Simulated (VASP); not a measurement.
# Ni (Fm-3m) in VASP: a series of runs

Runs on Ni. Level: revPBE. Tasks: single point.

All numbers are computed with VASP 6.6.1; they aren't measurements. Logs are shortened: lines on timing, memory, paths and dates and some standing lists are left out, and cuts for length are marked.

### Step 1. The cell of the first run

It takes space group Fm-3m (No. 225, cubic). Conventional cell: a = 3.538 Å, b = 3.538 Å, c = 3.538 Å, α = 90.00°, β = 90.00°, γ = 90.00°. Ni (site symmetry m-3m) has 12 Ni at 2.50 Å within 3.3 Å.

### Step 2. Single point, revPBE

Contents of INCAR:

```
SYSTEM = Ni
PREC = Accurate
ENCUT = 520
EDIFF = 1E-7
ISMEAR = -1
SIGMA = 0.1
LREAL = .False.
LASPH = .True.
NELM = 60
ALGO = Normal
ISIF = 2
LWAVE = .False.
LCHARG = .False.
GGA = RE
NBANDS = 11
```

Contents of KPOINTS:

```
regular mesh
0
Gamma
  25 25 25
  0 0 0
```

Contents of POSCAR:

```
Ni
1.0
    0.0000000000      1.7692174731      1.7692174731
    1.7692174731      0.0000000000      1.7692174731
    1.7692174731      1.7692174731      0.0000000000
Ni
1
Direct
    0.0000000000      0.0000000000      0.0000000000
```

Potentials or basis: VASP PAW PBE potentials, release 64 (Ni).

On the command line:

```console
> cat potpaw_PBE.64/Ni/POTCAR > POTCAR
> mpirun -np 1 vasp_std > vasp.out
```

OUTCAR:

```text
SYSTEM = Ni
   PREC = Accurate
   ENCUT = 520
   EDIFF = 1E-7
   ISMEAR = -1
   LREAL = .False.
   LASPH = .True.
   NELM = 60
   ISIF = 2
   GGA = RE

 ion  position               nearest neighbor table
   1  0.000  0.000  0.000-

  LATTYP: Found a face centered cubic cell.
 ALAT       =     3.5384349462

  Lattice vectors:

 A1 = (   0.0000000000,   1.7692174731,   1.7692174731)
 A2 = (   1.7692174731,   0.0000000000,   1.7692174731)
 A3 = (   1.7692174731,   1.7692174731,   0.0000000000)

Analysis of symmetry for initial positions (statically):
=====================================================================
 Subroutine PRICEL returns:
 Original cell was already a primitive cell.

 Routine SETGRP: Setting up the symmetry group for a
 face centered cubic supercell.

 Subroutine GETGRP returns: Found 48 space group operations
 (whereof 48 operations were pure point group operations)
 out of a pool of 48 trial point group operations.

The static configuration has the point symmetry O_h .

Analysis of symmetry for dynamics (positions and initial velocities):
=====================================================================
 Subroutine PRICEL returns:
 Original cell was already a primitive cell.

 Routine SETGRP: Setting up the symmetry group for a
 face centered cubic supercell.

 Subroutine GETGRP returns: Found 48 space group operations
 (whereof 48 operations were pure point group operations)
 out of a pool of 48 trial point group operations.

The dynamic configuration has the point symmetry O_h .

 Subroutine INISYM returns: Found 48 space group operations
 (whereof 48 operations are pure point group operations),
 and found     1 'primitive' translations

----------------------------------------------------------------------------------------

                                     Primitive cell

  volume of cell :      11.0758

  direct lattice vectors                    reciprocal lattice vectors
     0.000000000  1.769217473  1.769217473    -0.282610820  0.282610820  0.282610820
     1.769217473  0.000000000  1.769217473     0.282610820 -0.282610820  0.282610820
     1.769217473  1.769217473  0.000000000     0.282610820  0.282610820 -0.282610820

  length of vectors
     2.502051345  2.502051345  2.502051345     0.489496298  0.489496298  0.489496298

  position of ions in fractional coordinates (direct lattice)
     0.000000000  0.000000000  0.000000000

  ion indices of the primitive-cell ions
[... 79 lines left out ...]
   NFREE  =      0    steps in history (QN), initial steepest desc. (CG)
   ISIF   =      2    stress and relaxation
   ISYM   =      2    0-nonsym 1-usesym 2-fastsym
   POTIM  = 0.5000    time-step for ionic-motion
   TEBEG  =    0.0;   TEEND  =   0.0 temperature during run
   PSTRESS=    0.0 pullay stress
   NELECT =      10.0000    total number of electrons
   NUPDOWN=      -1.0000    fix difference up-down
   EMIN   =  10.00;   EMAX   =-10.00  energy-range for DOS
   EFERMI =   0.00;   METHOD = LEGACY
   ISMEAR =    -1;   SIGMA  =   0.10  broadening in eV -4-tet -1-fermi 0-gaus
   EFERMI_NEDOS =   21; number of points for ismear=-14 and -15
   IALGO  =     38    algorithm
   IMIX   =      4    mixing-type and parameters
     AMIX     =   0.40;   BMIX     =  1.00
     AMIX_MAG =   1.60;   BMIX_MAG =  1.00
  volume/ion in A,a.u.               =      11.08        74.74
  Fermi-wavevector in a.u.,A,eV,Ry     =   1.582281  2.990078 34.063725  2.503613
  Thomas-Fermi vector in A             =   2.682228
   LORBIT       =      0    0 simple, 1 ext, 2 COOP (PROOUT), +10 PAW based schemes
   GGA     = RE    functional components
   LHFCALC =     F    Hartree Fock is set to
   AEXX    =    0.0000 exact exchange contribution
   IVDW    =     0    specifies the selected vdW correction
   LEPSILON=     F    determine dielectric tensor
   LRPA    =     F    only Hartree local field effects (RPA)
 non-spin polarized calculation
  energy-cutoff  :      520.00
  volume of cell :       11.08
 maximum number of plane-waves:       308
   NGX =  9   NGY =  9   NGZ =  9

 number of electron      10.0000010 magnetization

 Free energy of the ion-electron system (eV)
  ---------------------------------------------------
  ext. energy  EPLUGINS =         0.00000000
  ---------------------------------------------------
  free energy    TOTEN  =        -5.05383844 eV

  energy without entropy =       -4.96476050  energy(sigma->0) =       -5.00929947

 E-fermi :   9.0665     XC(G=0): -13.0586

 val. band max:        9.0661966580   @ k =  -0.4000   0.4000   0.0400
 cond. band min:       9.0665845980   @ k =   0.4400   0.3200   0.0000
 fundamental gap:      0.0003879400
 Fermi energy:         9.0665044031

 k-point     1 :       0.0000    0.0000    0.0000
  band No.  band energies     occupation
      1       0.3334      2.00000
      2       7.2471      2.00000
      3       7.2471      2.00000
      4       7.2471      2.00000
      5       8.3071      1.99899
      6       8.3071      1.99899
      7      32.6821      0.00000
      8      36.5328      0.00000
      9      36.5328      0.00000
     10      36.5328      0.00000
     11      39.4681      0.00000
[... 309 lines left out ...]
 k-point    24 :       0.4400    0.0400    0.0000
  band No.  band energies     occupation
      1       4.6449      2.00000
      2       7.1994      2.00000
      3       7.2588      2.00000
      4       8.0293      1.99994
      5       8.9867      1.37894
      6       9.1636      0.54922
      7      16.2293      0.00000
      8      31.0837      0.00000
      9      32.7507      0.00000
     10      33.7208      0.00000
     11      37.0467      0.00000

 [... further k-points ...]

------------------------ aborting loop because EDIFF is reached ----------------------------------------

  FORCE on cell =-STRESS in cart. coord.  units (eV):
  Direction    XX          YY          ZZ          XY          YZ          ZX
  --------------------------------------------------------------------------------------
  -------------------------------------------------------------------------------------
  Total        0.0177465      0.0177465      0.0177465     -0.0000000     -0.0000000     -0.0000000
  in kB        2.5671459      2.5671459      2.5671459     -0.0000000     -0.0000000     -0.0000000
  external PRESSURE =       2.5671459 kB  Pullay stress =       0.0000000 kB

 VOLUME and BASIS-vectors are now :
 -----------------------------------------------------------------------------
  energy-cutoff  :      520.00
  volume of cell :       11.08
      direct lattice vectors                 reciprocal lattice vectors
     0.000000000  1.769217473  1.769217473    -0.282610820  0.282610820  0.282610820
     1.769217473  0.000000000  1.769217473     0.282610820 -0.282610820  0.282610820
     1.769217473  1.769217473  0.000000000     0.282610820  0.282610820 -0.282610820

 POSITION                                       TOTAL-FORCE (eV/Angst)
 -----------------------------------------------------------------------------------
      0.00000      0.00000      0.00000        -0.000000     -0.000000     -0.000000
 -----------------------------------------------------------------------------------
    total drift:                                0.000000     -0.000000      0.000000

  FREE ENERGIE OF THE ION-ELECTRON SYSTEM (eV)
  ---------------------------------------------------
  free  energy   TOTEN  =        -5.0538384377 eV

  energy  without entropy=       -4.9647605002  energy(sigma->0) =       -5.00929947
```

OSZICAR:

```text
N       E                     dE             d eps       ncg     rms          rms(c)
DAV:   1     0.296377430516E+02    0.29638E+02   -0.49623E+03 10269   0.124E+03
DAV:   2    -0.505268891936E+01   -0.34690E+02   -0.32894E+02 10417   0.171E+02
DAV:   3    -0.601582159354E+01   -0.96313E+00   -0.95110E+00 11216   0.334E+01
DAV:   4    -0.602354385231E+01   -0.77223E-02   -0.77201E-02 11187   0.270E+00
DAV:   5    -0.602370141721E+01   -0.15756E-03   -0.15756E-03 11492   0.371E-01    0.931E+00
DAV:   6    -0.540370109917E+01    0.62000E+00   -0.14687E+01 11955   0.529E+01    0.595E+00
DAV:   7    -0.507078142449E+01    0.33292E+00   -0.27176E+00 11911   0.210E+01    0.169E+00
DAV:   8    -0.505537506933E+01    0.15406E-01   -0.25288E-02 13831   0.160E+00    0.469E-01
DAV:   9    -0.505382736320E+01    0.15477E-02   -0.22643E-03 14860   0.343E-01    0.833E-02
DAV:  10    -0.505384184865E+01   -0.14485E-04   -0.15536E-05 10621   0.468E-02    0.338E-02
DAV:  11    -0.505383835341E+01    0.34952E-05   -0.41942E-07 12975   0.815E-03    0.265E-03
DAV:  12    -0.505383843774E+01   -0.84327E-07   -0.12133E-08  6127   0.808E-04
   1 F= -.50538384E+01 E0= -.50092995E+01  d E =-.890779E-01
```

It took 38 s on 1 thread of Intel Xeon Platinum 8375C at 2.90GHz (Ice Lake), shared host; peak memory 0.17 GiB.

Results:

```
Free energy            : -5.0538 eV
Pressure               : 0.3 GPa
Band gap on the k mesh : zero (band 5 reaches 9.20 eV, above the bottom of band 6 at 8.27 eV)
```

Caveat: the PAW data sets were made with another functional, which shifts forces and pressure a little; the run has no spin polarisation, though such a crystal can be magnetic. Spin polarisation is off, so any magnetic state and its effect on volume and gap are missing.

### Step 3. Single point, revPBE, collinear spin, ferromagnetic start

This run uses another cell than the first one, of 11.12 Å³/atom, 1.004 times its volume.

Contents of INCAR:

```
PREC = Accurate
ENCUT = 520
EDIFF = 1E-7
ISMEAR = -1
SIGMA = 0.05
LREAL = False
LASPH = True
NELM = 150
ALGO = Normal
ISIF = 2
LWAVE = False
LCHARG = False
ISPIN = 2
MAGMOM = 0.8
LORBIT = 11
LMAXMIX = 4
GGA = RE
NBANDS = 15
```

Contents of KPOINTS:

```
Automatic mesh
0
Gamma
  15 15 15
```

Contents of POSCAR:

```
Ni
1.0
    0.0000000000      1.7718334194      1.7718334194
    1.7718334194      0.0000000000      1.7718334194
    1.7718334194      1.7718334194      0.0000000000
Ni
1
Direct
    0.0000000000      0.0000000000      0.0000000000
```

Potentials or basis: VASP PAW PBE potentials, release 64 (Ni).

On the command line:

```console
> cat potpaw_PBE.64/Ni/POTCAR > POTCAR
> mpirun -np 1 vasp_std > vasp.out
```

Wall time 32 s (1 thread of Intel Xeon Platinum 8375C at 2.90GHz (Ice Lake), shared host); peak memory 0.15 GiB.

The run converged. Its results:

```yaml
Free_energy: -5.0706 eV
Pressure: 0.1 GPa
Net_moment: 0.65 μB per cell
Site_moments: Ni +0.66 μB
Valence_electrons_inside_the_program's_atomic_spheres: Ni 9.27
```

Levels at points of the mesh, in eV from the Fermi level:
Spin up:
| k point | band 2 | band 3 | band 4 | band 5 | band 6 | band 7 | band 8 | band 9 |
| --- | --- | --- | --- | --- | --- | --- | --- | --- |
| (0.00, 0.00, 0.00) | -2.41 | -2.41 | -2.41 | -1.26 | -1.26 | 23.50 | 27.24 | 27.24 |
Spin down:
| k point | band 2 | band 3 | band 4 | band 5 | band 6 | band 7 | band 8 | band 9 |
| --- | --- | --- | --- | --- | --- | --- | --- | --- |
| (0.00, 0.00, 0.00) | -1.61 | -1.61 | -1.61 | -0.65 | -0.65 | 23.31 | 27.20 | 27.20 |

Caveat: the PAW data sets were made with another functional, which shifts forces and pressure a little.

### Step 4. Single point, revPBE (volume scaled by 1.04)

Contents of INCAR:

```
SYSTEM = Ni
ALGO = Normal
EDIFF = 1E-6
ENCUT = 520
GGA = RE
ISIF = 2
ISMEAR = -1
LASPH = .True.
LCHARG = .False.
LREAL = .False.
LWAVE = .False.
NBANDS = 11
NELM = 80
PREC = Accurate
SIGMA = 0.1
```

Contents of KPOINTS:

```
k-points
0
Gamma
  25 25 25
  0 0 0
```

Contents of POSCAR:

```
Ni
1.0
    0.0000000000      1.7924993202      1.7924993202
    1.7924993202      0.0000000000      1.7924993202
    1.7924993202      1.7924993202      0.0000000000
Ni
1
Direct
    0.0000000000      0.0000000000      0.0000000000
```

On the command line:

```console
> cat potpaw_PBE.64/Ni/POTCAR > POTCAR
> mpirun -np 1 vasp_std > vasp.out
```

It took 46 s on 1 thread of Intel Xeon Platinum 8375C at 2.90GHz (Ice Lake), shared host; peak memory 0.17 GiB.

It converged, with:

| Item | Value |
| --- | --- |
| Free energy | -5.0451 eV |
| Pressure | -6.3 GPa |
| Band gap on the k mesh | zero (band 5 reaches 8.65 eV, above the bottom of band 6 at 7.77 eV) |

Levels at points of the mesh, in eV from the Fermi level:
| k point | band 1 | band 2 | band 3 | band 4 | band 5 | band 6 | band 7 | band 8 | band 9 | band 10 |
| --- | --- | --- | --- | --- | --- | --- | --- | --- | --- | --- |
| (0.00, 0.00, 0.00) | -8.46 | -1.72 | -1.72 | -1.72 | -0.72 | -0.72 | 23.28 | 26.83 | 26.83 | 26.83 |

Caveat: the cell differs from its parent crystal (volume scaled by 1.04); the PAW data sets were made with another functional, which shifts forces and pressure a little; the run has no spin polarisation, though such a crystal can be magnetic. Spin polarisation is off, so any magnetic state and its effect on volume and gap are missing.

### Step 5. Single point, revPBE (volume scaled by 1.08)

Contents of INCAR:

```
SYSTEM = Ni
PREC = Accurate ; ENCUT = 520
EDIFF = 1E-7 ; ISMEAR = -1
SIGMA = 0.1 ; LREAL = .False.
LASPH = .True. ; NELM = 60
ALGO = Normal ; ISIF = 2
LWAVE = .False. ; LCHARG = .True.
GGA = RE ; LELF = .True.
LVHAR = .True. ; NBANDS = 11
```

Contents of KPOINTS:

```
Automatic mesh
0
Gamma
  25 25 25
  0 0 0
```

Contents of POSCAR:

```
Ni
1.0
    0.0000000000      1.8151915940      1.8151915940
    1.8151915940      0.0000000000      1.8151915940
    1.8151915940      1.8151915940      0.0000000000
Ni
1
Direct
    0.0000000000      0.0000000000      0.0000000000
```

On the command line:

```console
> cat potpaw_PBE.64/Ni/POTCAR > POTCAR
> mpirun -np 1 vasp_std > vasp.out
```

Wall time 39 s (1 thread of Intel Xeon Platinum 8375C at 2.90GHz (Ice Lake), shared host); peak memory 0.17 GiB.

Results (log left out):

| Property | Result |
| --- | --- |
| Free energy | -5.0202 eV |
| Pressure | -11.5 GPa |
| Band gap on the k mesh | zero (band 5 reaches 8.15 eV, above the bottom of band 6 at 7.32 eV) |

Levels at points of the mesh, in eV from the Fermi level:
```csv
k point,band 3,band 4,band 5,band 6,band 7,band 8
"(0.00, 0.00, 0.00)",-1.63,-1.63,-0.69,-0.69,22.95,26.23
```

Caveat: the cell differs from its parent crystal (volume scaled by 1.08); the PAW data sets were made with another functional, which shifts forces and pressure a little; the run has no spin polarisation, though such a crystal can be magnetic. Spin polarisation is off, so any magnetic state and its effect on volume and gap are missing.

(Continued in part 2 of 2.)
